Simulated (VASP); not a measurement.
A run of VASP 6.6.1:

File INCAR:

```
PREC = Accurate
ENCUT = 520
EDIFF = 1E-6
ISMEAR = -1
SIGMA = 0.1
LREAL = False
LASPH = True
NELM = 100
ALGO = Normal
ISIF = 2
LWAVE = False
LCHARG = True
GGA = B5
ALDAX = 1.0
AGGAX = 1.0
AGGAC = 1.0
ALDAC = 0.0
LELF = True
LVHAR = True
NBANDS = 30
```

KPOINTS

```
regular mesh
0
Gamma
  15 15 4
```

File POSCAR:

```
Cu
1.0
    2.6545309798      0.0000000000      0.0000000000
   -1.3272654899      2.2988912636      0.0000000000
    0.0000000000      0.0000000000      8.6620768859
Cu
4
Direct
    0.0000000000      1.0000000000      0.0000000000
    0.0000000000      0.0000000000      0.5000000000
    0.3333333333      0.6666666667      0.2500000000
    0.6666666667      0.3333333333      0.7500000000
```

Potentials or basis: VASP PAW PBE potentials, release 64 (Cu).

The run is started by

```sh
$ cat potpaw_PBE.64/Cu/POTCAR > POTCAR
$ mpirun -np 1 vasp_std > vasp.out
```

Hardware: 1 thread of Intel(R) Xeon(R) 6975P-C (Granite Rapids), on a shared host.

Problem. Estimate the wall time of this run.

Solution. Run time: 55 s on 1 thread of Intel(R) Xeon(R) 6975P-C (Granite Rapids), on a shared host, peak memory 0.23 GiB. Counts: scf iterations 14, k points 81.
